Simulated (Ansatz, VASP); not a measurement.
## One calculation of Cd4Se3, two programs

```
CELL_PARAMETERS angstrom
3.69183 -6.25541 0.00000
3.69183 6.25541 0.00000
0.00000 0.00000 4.02814
ATOMIC_POSITIONS crystal
Cd 0.78350 0.21650 0.50000
Cd 0.69624 0.69624 0.00000
Cd 0.21650 0.78350 0.50000
Cd 0.30376 0.30376 0.00000
Se 0.00000 0.50000 0.00000
Se 0.00000 0.00000 0.50000
Se 0.50000 0.00000 0.00000
```

Change from the starting cell: species swapped into the Zr3Se4 type (Cmmm, No. 65).

Alike in both runs: functional PBE; k mesh 3 × 3 × 4; occupations gaussian, width 0.2 eV; no spin polarisation.

Ansatz relaxed the structure, and its values are those at the end. VASP's run is a single point on that final structure, the one shown.

|  | VASP | Ansatz |
| --- | --- | --- |
| version | VASP 6.6.1 | Ansatz 0.2.0 |
| potentials or method | VASP PAW PBE potentials, release 64 (Cd, Se), cutoff 520 eV | scalar-relativistic, plane waves, PAW |
| valence electrons in the cell | 66 | 128 |

Ansatz gave:

| Item | Value |
| --- | --- |
| gap on the k mesh at the Fermi level (eV) | none |
| pressure (GPa) | 0.2 |
| rms of the force components (eV/Å) | 0.007 |

Q: Estimate VASP's values.

A: gap on the k mesh at the Fermi level (eV): none; pressure (GPa): 0.5; rms of the force components (eV/Å): 0.010.

A gap of «none» marks a metal or a gap that the smearing closes. With one functional, cell and mesh, what is left measures potentials, basis and numerics. VASP's potentials hold 66 valence electrons a cell and Ansatz's 128, so a difference there can come from the potentials and not from the codes.

The k mesh is coarse, so the values compare programs but aren't converged.
